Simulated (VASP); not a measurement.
CaO:

```
Ca O
1.0
     0.00000    2.39755    2.39755
     2.39755    0.00000    2.39755
     2.39755    2.39755    0.00000
Ca O
1 1
Cartesian
  0.0000 0.0000 0.0000
  2.3975 2.3975 2.3975
```

Base run:

```yaml
Program: VASP 6.6.1
Functional: r2SCAN
Potentials_or_basis: VASP PAW PBE potentials, release 64 (Ca_sv, O_h)
Cutoff: 1480 eV
k_mesh: 6 × 6 × 6
Occupations: gaussian, width 0.01 eV
Spin: no spin polarisation
```

Its results: band gap on the k mesh 4.19 eV (least direct gap 4.56 eV); pressure 1.0 GPa.

**Question.** The run is repeated on the same cell with these changes: functional from r2SCAN to PBE-based screened hybrid with 100 % exact exchange; cutoff from 1480 eV to 1000 eV; k mesh from 6 × 6 × 6 to 4 × 4 × 4. What comes out?

**Answer.** Band gap on the k mesh 9.70 eV (least direct gap 10.18 eV); pressure -5.1 GPa.

Several settings changed at once.

Caveats: some runs use coarse meshes; the PAW data sets were made with another functional, which shifts forces and pressure a little.

A k mesh can miss the band edges.
